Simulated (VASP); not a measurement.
# WSe2 (P6_3/mmc) in VASP: notebook

The runs below take WSe2 through relaxation of the atoms, with PBEsol.

Program: VASP 6.6.1. These are calculated values, not measurements. Logs are shortened: lines on timing, memory, paths and dates and some standing lists are left out, and cuts for length are marked.

### 1 The cell of the first run

Symmetry: P6_3/mmc, No. 194, hexagonal system. Conventional cell: a = 3.206 Å, b = 3.206 Å, c = 12.959 Å, α = 90.00°, β = 90.00°, γ = 120.00°. Within 3.3 Å of W (site symmetry -6m2) lie 6 Se at 2.49 Å and 6 W at 3.21 Å. Se (site symmetry 3m) has 3 W at 2.49 Å and 7 Se at 3.21 to 3.34 Å within 3.4 Å.

### 2 Relaxation of the atoms, PBEsol (equal strain along all axes, cell held: -2.0 %)

File INCAR:

```
ALGO = Normal
EDIFF = 1E-6
EDIFFG = -0.008
ENCUT = 520
GGA = PS
IBRION = 2
ISIF = 2
ISMEAR = 0
KPAR = 4
LASPH = T
LCHARG = F
LREAL = F
LWAVE = F
NELM = 80
NSW = 60
PREC = Accurate
SIGMA = 0.02
```

File KPOINTS:

```
k-points
0
Gamma
  12 12 2
```

File POSCAR:

```
WSe2
1.0
    3.2056739540      0.0000000000      0.0000000000
   -1.6028369770      2.7761950805      0.0000000000
    0.0000000000      0.0000000000     12.9591977327
W Se
2 4
Direct
    0.6666666667      0.3333333333      0.7500000000
    0.3333333333      0.6666666667      0.2500000000
    0.3333333333      0.6666666667      0.8787768044
    0.6666666667      0.3333333333      0.3787768044
    0.3333333333      0.6666666667      0.6212231956
    0.6666666667      0.3333333333      0.1212231956
```

Potentials or basis: VASP PAW PBE potentials, release 64 (W_sv, Se).

On the command line:

```bash
> cat potpaw_PBE.64/W_sv/POTCAR potpaw_PBE.64/Se/POTCAR > POTCAR
> mpirun -np 4 vasp_std > vasp.out
```

OUTCAR:

```text
EDIFF = 1E-6
   EDIFFG = -0.008
   ENCUT = 520
   GGA = PS
   IBRION = 2
   ISIF = 2
   ISMEAR = 0
   LASPH = T
   LREAL = F
   NELM = 80
   NSW = 60
   PREC = Accurate

 ion  position               nearest neighbor table
   1  0.667  0.333  0.750-   3 2.49   5 2.49   3 2.49   5 2.49   3 2.49   5 2.49
   2  0.333  0.667  0.250-   4 2.49   6 2.49   4 2.49   6 2.49   4 2.49   6 2.49
   3  0.333  0.667  0.879-   1 2.49   1 2.49   1 2.49
   4  0.667  0.333  0.379-   2 2.49   2 2.49   2 2.49
   5  0.333  0.667  0.621-   1 2.49   1 2.49   1 2.49
   6  0.667  0.333  0.121-   2 2.49   2 2.49   2 2.49

  LATTYP: Found a hexagonal cell.
 ALAT       =     3.2056739540
 C/A-ratio  =     4.0425813475

  Lattice vectors:

 A1 = (   3.2056739540,   0.0000000000,   0.0000000000)
 A2 = (  -1.6028369770,   2.7761950805,   0.0000000000)
 A3 = (   0.0000000000,   0.0000000000,  12.9591977327)

Analysis of symmetry for initial positions (statically):
=====================================================================
 Subroutine PRICEL returns:
 Original cell was already a primitive cell.

 Routine SETGRP: Setting up the symmetry group for a
 hexagonal supercell.

 Subroutine GETGRP returns: Found 24 space group operations
 (whereof 12 operations were pure point group operations)
 out of a pool of 24 trial point group operations.

The static configuration has the point symmetry D_3d.
 The point group associated with its full space group is D_6h.

Analysis of symmetry for dynamics (positions and initial velocities):
=====================================================================
 Subroutine PRICEL returns:
 Original cell was already a primitive cell.

 Routine SETGRP: Setting up the symmetry group for a
 hexagonal supercell.

 Subroutine GETGRP returns: Found 24 space group operations
 (whereof 12 operations were pure point group operations)
 out of a pool of 24 trial point group operations.

The dynamic configuration has the point symmetry D_3d.
 The point group associated with its full space group is D_6h.

 Subroutine INISYM returns: Found 24 space group operations
 (whereof 12 operations are pure point group operations),
 and found     1 'primitive' translations

----------------------------------------------------------------------------------------

                                     Primitive cell

  volume of cell :     115.3314

  direct lattice vectors                    reciprocal lattice vectors
     3.205673954  0.000000000  0.000000000     0.311946884  0.180102617  0.000000000
    -1.602836977  2.776195080  0.000000000     0.000000000  0.360205235  0.000000000
     0.000000000  0.000000000 12.959197733     0.000000000  0.000000000  0.077165271

  length of vectors
     3.205673954  3.205673954 12.959197733     0.360205235  0.360205235  0.077165271

  position of ions in fractional coordinates (direct lattice)
     0.666666667  0.333333333  0.750000000
     0.333333333  0.666666667  0.250000000
     0.333333333  0.666666667  0.878776804
     0.666666667  0.333333333  0.378776804
     0.333333333  0.666666667  0.621223196
     0.666666667  0.333333333  0.121223196

  ion indices of the primitive-cell ions
   primitive index   ion index
                 1           1
                 2           2
                 3           3
                 4           4
                 5           5
                 6           6

----------------------------------------------------------------------------------------

 KPOINTS: k-points

Automatic generation of k-mesh.
 Grid dimensions read from file:
 generate k-points for:   12   12    2

 Generating k-lattice:

  Cartesian coordinates                     Fractional coordinates (reciprocal lattice)
     0.025995574  0.015008551  0.000000000     0.083333333  0.000000000  0.000000000
     0.000000000  0.030017103  0.000000000     0.000000000  0.083333333  0.000000000
     0.000000000  0.000000000  0.038582635     0.000000000  0.000000000  0.500000000

  Length of vectors
     0.030017103  0.030017103  0.038582635

  Shift w.r.t. Gamma in fractional coordinates (k-lattice)
     0.000000000  0.000000000  0.000000000

 Subroutine IBZKPT returns following result:
 ===========================================

 Found     38 irreducible k-points:

 Following reciprocal coordinates:
            Coordinates               Weight
  0.000000  0.000000  0.000000      1.000000
  0.083333  0.000000  0.000000      6.000000
  0.166667  0.000000  0.000000      6.000000
  0.250000  0.000000  0.000000      6.000000
  0.333333  0.000000  0.000000      6.000000
  0.416667  0.000000  0.000000      6.000000
[... 16 lines left out ...]
  0.250000  0.000000  0.500000      6.000000
  0.333333  0.000000  0.500000      6.000000
 [... further k-points ...]
   k-points           NKPTS =     38   k-points in BZ     NKDIM =     38   number of bands    NBANDS=     31
   number of dos      NEDOS =    301   number of ions     NIONS =      6
   total plane-waves  NPLWV =  55296
   dimension x,y,z NGX =    24 NGY =   24 NGZ =   96
   dimension x,y,z NGXF=    48 NGYF=   48 NGZF=  192
   ions per type =               2   4
   NGX,Y,Z   is equivalent  to a cutoff of  12.45, 12.45, 12.32 a.u.
   NGXF,Y,Z  is equivalent  to a cutoff of  24.89, 24.89, 24.63 a.u.
 SYSTEM =  unknown system
   PREC   = accura    normal or accurate (medium, high low for compatibility)
   ISTART =      0    job   : 0-new  1-cont  2-samecut
   ICHARG =      2    charge: 1-file 2-atom 10-const
   ISPIN  =      1    spin polarized calculation?
   LNONCOLLINEAR =      F non collinear calculations
   LSORBIT =      F    spin-orbit coupling
   LASPH  =      T    aspherical Exc in radial PAW
   ENCUT  =  520.0 eV  38.22 Ry    6.18 a.u.   5.96  5.96 24.10*2*pi/ulx,y,z
   NELM   =     80;   NELMIN=  2; NELMDL= -5     # of ELM steps
   EDIFF  = 0.1E-05   stopping-criterion for ELM
   LREAL  =      F    real-space projection
   EDIFFG = -.8E-02   stopping-criterion for IOM
   NSW    =     60    number of steps for IOM
   IBRION =      2    ionic relax: 0-MD 1-quasi-New 2-CG
   NFREE  =      1    steps in history (QN), initial steepest desc. (CG)
   ISIF   =      2    stress and relaxation
   ISYM   =      2    0-nonsym 1-usesym 2-fastsym
   POTIM  = 0.5000    time-step for ionic-motion
   TEBEG  =    0.0;   TEEND  =   0.0 temperature during run
   PSTRESS=    0.0 pullay stress
   NELECT =      52.0000    total number of electrons
   NUPDOWN=      -1.0000    fix difference up-down
   EMIN   =  10.00;   EMAX   =-10.00  energy-range for DOS
   EFERMI =   0.00;   METHOD = LEGACY
   ISMEAR =     0;   SIGMA  =   0.02  broadening in eV -4-tet -1-fermi 0-gaus
   EFERMI_NEDOS =   21; number of points for ismear=-14 and -15
   IALGO  =     38    algorithm
   IMIX   =      4    mixing-type and parameters
     AMIX     =   0.40;   BMIX     =  1.00
     AMIX_MAG =   1.60;   BMIX_MAG =  1.00
  volume/ion in A,a.u.               =      19.22       129.72
  Fermi-wavevector in a.u.,A,eV,Ry     =   1.255336  2.372242 21.441007  1.575870
  Thomas-Fermi vector in A             =   2.389098
   LORBIT       =      0    0 simple, 1 ext, 2 COOP (PROOUT), +10 PAW based schemes
   GGA     = PS    functional components
   LHFCALC =     F    Hartree Fock is set to
   AEXX    =    0.0000 exact exchange contribution
   IVDW    =     0    specifies the selected vdW correction
   LEPSILON=     F    determine dielectric tensor
   LRPA    =     F    only Hartree local field effects (RPA)
 conjugate gradient relaxation of ions
 non-spin polarized calculation
 Gauss-broadening in eV      SIGMA  =   0.02
  energy-cutoff  :      520.00
  volume of cell :      115.33
 maximum number of plane-waves:      3138
 NGX is ok and might be reduce to    24
   NGX = 11   NGY = 11   NGZ = 49

--------------------------------------- Ionic step        1  -------------------------------------------

 number of electron      52.0000005 magnetization

 Free energy of the ion-electron system (eV)
  ---------------------------------------------------
  ext. energy  EPLUGINS =         0.00000000
  ---------------------------------------------------
  free energy    TOTEN  =       -46.42007662 eV

  energy without entropy =      -46.42007662  energy(sigma->0) =      -46.42007662

------------------------ aborting loop because EDIFF is reached ----------------------------------------

  FORCE on cell =-STRESS in cart. coord.  units (eV):
  Direction    XX          YY          ZZ          XY          YZ          ZX
  --------------------------------------------------------------------------------------
  -------------------------------------------------------------------------------------
  Total        5.5595235      5.5595235      4.7257345      0.0000000      0.0000000      0.0000000
  in kB       77.2326091     77.2326091     65.6496567      0.0000000      0.0000000      0.0000000
  external PRESSURE =      73.3716250 kB  Pullay stress =       0.0000000 kB

 VOLUME and BASIS-vectors are now :
 -----------------------------------------------------------------------------
  energy-cutoff  :      520.00
  volume of cell :      115.33
      direct lattice vectors                 reciprocal lattice vectors
     3.205673954  0.000000000  0.000000000     0.311946884  0.180102617  0.000000000
    -1.602836977  2.776195080  0.000000000     0.000000000  0.360205235  0.000000000
     0.000000000  0.000000000 12.959197733     0.000000000  0.000000000  0.077165271
[... 41 lines left out ...]
 POSITION                                       TOTAL-FORCE (eV/Angst)
 -----------------------------------------------------------------------------------
      1.60284      0.92540      9.71940         0.000000     -0.000000      0.000000
     -0.00000      1.85080      3.23980        -0.000000      0.000000      0.000000
     -0.00000      1.85080     11.41792         0.000000      0.000000      0.042502
      1.60284      0.92540      4.93832        -0.000000      0.000000      0.042502
     -0.00000      1.85080      8.02088         0.000000      0.000000     -0.042502
      1.60284      0.92540      1.54128        -0.000000     -0.000000     -0.042502
 -----------------------------------------------------------------------------------
    total drift:                                0.000000     -0.000000      0.000000

  FREE ENERGIE OF THE ION-ELECTRON SYSTEM (eV)
  ---------------------------------------------------
  free  energy   TOTEN  =       -46.4586517806 eV

  energy  without entropy=      -46.4586517806  energy(sigma->0) =      -46.45865178

--------------------------------------- Ionic step        3  -------------------------------------------

 number of electron      52.0000004 magnetization

 Free energy of the ion-electron system (eV)
  ---------------------------------------------------
  ext. energy  EPLUGINS =         0.00000000
  ---------------------------------------------------
  free energy    TOTEN  =       -46.45884390 eV

  energy without entropy =      -46.45884390  energy(sigma->0) =      -46.45884390

 E-fermi :   6.6438     XC(G=0): -11.1976

 val. band max:        6.5524648677   @ k =   0.0000   0.0000   0.0000
 cond. band min:       7.4987043604   @ k =   0.1667   0.1667   0.0000
 fundamental gap:      0.9462394927
 Fermi energy:         6.6437925284

 k-point     1 :       0.0000    0.0000    0.0000
  band No.  band energies     occupation
      1     -67.4661      2.00000
      2     -67.4660      2.00000
      3     -31.7802      2.00000
      4     -31.7802      2.00000
      5     -31.5580      2.00000
      6     -31.5580      2.00000
[... 805 lines left out ...]
     30       8.9180      0.00000
     31      10.0099      0.00000

 [... further k-points ...]

------------------------ aborting loop because EDIFF is reached ----------------------------------------

  FORCE on cell =-STRESS in cart. coord.  units (eV):
  Direction    XX          YY          ZZ          XY          YZ          ZX
  --------------------------------------------------------------------------------------
  -------------------------------------------------------------------------------------
  Total        4.0292266      4.0292266      0.8904215      0.0000000     -0.0000000      0.0000000
  in kB       55.9738050     55.9738050     12.3696882      0.0000000     -0.0000000      0.0000000
  external PRESSURE =      41.4390994 kB  Pullay stress =       0.0000000 kB

 VOLUME and BASIS-vectors are now :
 -----------------------------------------------------------------------------
  energy-cutoff  :      520.00
  volume of cell :      115.33
      direct lattice vectors                 reciprocal lattice vectors
     3.205673954  0.000000000  0.000000000     0.311946884  0.180102617  0.000000000
    -1.602836977  2.776195080  0.000000000     0.000000000  0.360205235  0.000000000
     0.000000000  0.000000000 12.959197733     0.000000000  0.000000000  0.077165271

 POSITION                                       TOTAL-FORCE (eV/Angst)
 -----------------------------------------------------------------------------------
      1.60284      0.92540      9.71940         0.000000     -0.000000      0.000000
     -0.00000      1.85080      3.23980        -0.000000      0.000000      0.000000
     -0.00000      1.85080     11.42022         0.000000      0.000000     -0.000079
      1.60284      0.92540      4.94062         0.000000     -0.000000     -0.000079
     -0.00000      1.85080      8.01858        -0.000000      0.000000      0.000079
      1.60284      0.92540      1.53898         0.000000     -0.000000      0.000079
 -----------------------------------------------------------------------------------
    total drift:                                0.000000     -0.000000      0.000000

  FREE ENERGIE OF THE ION-ELECTRON SYSTEM (eV)
  ---------------------------------------------------
  free  energy   TOTEN  =       -46.4588438978 eV

  energy  without entropy=      -46.4588438978  energy(sigma->0) =      -46.45884390

 reached required accuracy - stopping structural energy minimisation
```

It took 3.5 min on 4 MPI ranks of AMD EPYC 7R43 (Zen 3), shared host; peak memory 0.27 GiB.

Results:

```
Free energy               : -46.4588 eV
Energy gained by relaxing : 6.5 meV/atom
Ionic steps               : 3
Pressure after relaxing   : 4.1 GPa
Band gap on the k mesh    : 0.95 eV (least direct gap 1.79 eV)
```

Stress tensor (GPa, compression positive):
```
5.60 0.00 0.00
0.00 5.60 0.00
0.00 0.00 1.24
```

Step by step:
```tsv
step	energy change (eV)	largest force (eV/Å)	pressure (GPa)
1	0.0000	0.6151	7.34
2	-0.0386	0.0425	4.36
3	-0.0388	0.0001	4.14
```

Final structure:
```
W Se
1.0
     3.20567    0.00000    0.00000
    -1.60284    2.77620    0.00000
     0.00000    0.00000   12.95920
W Se
2 4
Direct
  0.66667 0.33333 0.75000
  0.33333 0.66667 0.25000
  0.33333 0.66667 0.88124
  0.66667 0.33333 0.38124
  0.33333 0.66667 0.61876
  0.66667 0.33333 0.11876
```

Levels at points of the mesh, in eV from the valence-band top:
| k point | band 23 | band 24 | band 25 | band 26 | band 27 | band 28 | band 29 | band 30 |
| --- | --- | --- | --- | --- | --- | --- | --- | --- |
| (0.00, 0.00, 0.00) | -1.10 | -1.10 | -1.08 | 0.00 | 3.05 | 3.05 | 3.10 | 3.11 |
| (0.50, 0.00, 0.00) | -1.36 | -1.24 | -0.97 | -0.68 | 2.47 | 2.65 | 2.68 | 3.06 |
| (0.00, 0.00, 0.50) | -1.13 | -1.13 | -0.25 | -0.25 | 3.05 | 3.05 | 3.05 | 3.05 |
| (0.50, 0.00, 0.50) | -1.28 | -1.28 | -0.83 | -0.83 | 2.66 | 2.66 | 2.79 | 2.79 |

Caveat: the cell differs from its parent crystal (equal strain along all axes, cell held: -2.0 %); the PAW data sets were made with another functional, which shifts forces and pressure a little; spin-orbit coupling is left out, which moves the levels of the heavy elements; this functional lacks dispersion, which binds layers or chains, so the pressure and a relaxed spacing across them are unreliable.

### 3 Relaxation of the atoms, PBEsol (equal strain along all axes, cell held: -1.0 %)

File INCAR:

```
ALGO     = Normal         # electronic algorithm
EDIFF    = 1E-7           # SCF threshold, eV
EDIFFG   = -0.008         # ionic threshold
ENCUT    = 520            # plane-wave cutoff, eV
GGA      = PS             # functional
IBRION   = 2              # ionic algorithm
ISIF     = 2              # what is computed and relaxed
ISMEAR   = 0              # smearing method
KPAR     = 4            
LASPH    = True           # aspherical terms in the spheres
LCHARG   = False          # write CHGCAR
LREAL    = False          # projectors in reciprocal space
LWAVE    = False          # write WAVECAR
NELM     = 80             # most SCF steps
NSW      = 60             # ionic steps
PREC     = Accurate       # precision mode
SIGMA    = 0.02           # smearing width, eV
```

KPOINTS is that of step 2.

File POSCAR:

```
WSe2
1.0
    3.2383849128      0.0000000000      0.0000000000
   -1.6191924564      2.8045236017      0.0000000000
    0.0000000000      0.0000000000     13.0914344443
W Se
2 4
Direct
    0.6666666667      0.3333333333      0.7500000000
    0.3333333333      0.6666666667      0.2500000000
    0.3333333333      0.6666666667      0.8766071934
    0.6666666667      0.3333333333      0.3766071934
    0.3333333333      0.6666666667      0.6233928066
    0.6666666667      0.3333333333      0.1233928066
```

Potentials or basis: VASP PAW PBE potentials, release 64 (W_sv, Se).

On the command line:

```bash
> cat potpaw_PBE.64/W_sv/POTCAR potpaw_PBE.64/Se/POTCAR > POTCAR
> mpirun -np 4 vasp_std > vasp.out
```

Run time: 2.4 min. Hardware: 4 MPI ranks of Oxide Virtual Turin-like, shared host; peak memory 0.28 GiB.

It converged, with:

| Quantity | Value |
| --- | --- |
| Free energy | -46.5270 eV |
| Energy gained by relaxing | 6.3 meV/atom |
| Ionic steps | 3 |
| Pressure after relaxing | 2.0 GPa |
| Band gap on the k mesh | 0.99 eV (least direct gap 1.72 eV) |

Stress tensor (GPa, compression positive):
```
2.72 0.00 0.00
0.00 2.72 0.00
0.00 0.00 0.50
```

Step by step:
```
step  energy change (eV)  largest force (eV/Å)  pressure (GPa)
   1              0.0000                0.6015            5.05
   2             -0.0374                0.0519            2.24
   3             -0.0377                0.0006            1.98
```

Final structure:
```
CELL_PARAMETERS angstrom
3.23838 0.00000 0.00000
-1.61919 2.80452 0.00000
0.00000 0.00000 13.09143
ATOMIC_POSITIONS crystal
W 0.66667 0.33333 0.75000
W 0.33333 0.66667 0.25000
Se 0.33333 0.66667 0.87904
Se 0.66667 0.33333 0.37904
Se 0.33333 0.66667 0.62096
Se 0.66667 0.33333 0.12096
```

Levels at points of the mesh, in eV from the valence-band top:
| k point | band 23 | band 24 | band 25 | band 26 | band 27 | band 28 | band 29 | band 30 |
| --- | --- | --- | --- | --- | --- | --- | --- | --- |
| (0.00, 0.00, 0.00) | -1.23 | -1.21 | -1.13 | 0.00 | 2.93 | 2.93 | 2.98 | 2.98 |
| (0.50, 0.00, 0.00) | -1.34 | -1.23 | -1.07 | -0.83 | 2.46 | 2.47 | 2.50 | 2.93 |
| (0.00, 0.00, 0.50) | -1.26 | -1.26 | -0.25 | -0.25 | 2.93 | 2.93 | 2.93 | 2.93 |
| (0.50, 0.00, 0.50) | -1.27 | -1.27 | -0.95 | -0.95 | 2.48 | 2.48 | 2.72 | 2.72 |

Caveat: the cell differs from its parent crystal (equal strain along all axes, cell held: -1.0 %); the PAW data sets were made with another functional, which shifts forces and pressure a little; spin-orbit coupling is left out, which moves the levels of the heavy elements; this functional lacks dispersion, which binds layers or chains, so the pressure and a relaxed spacing across them are unreliable. A k mesh can miss the band edges.
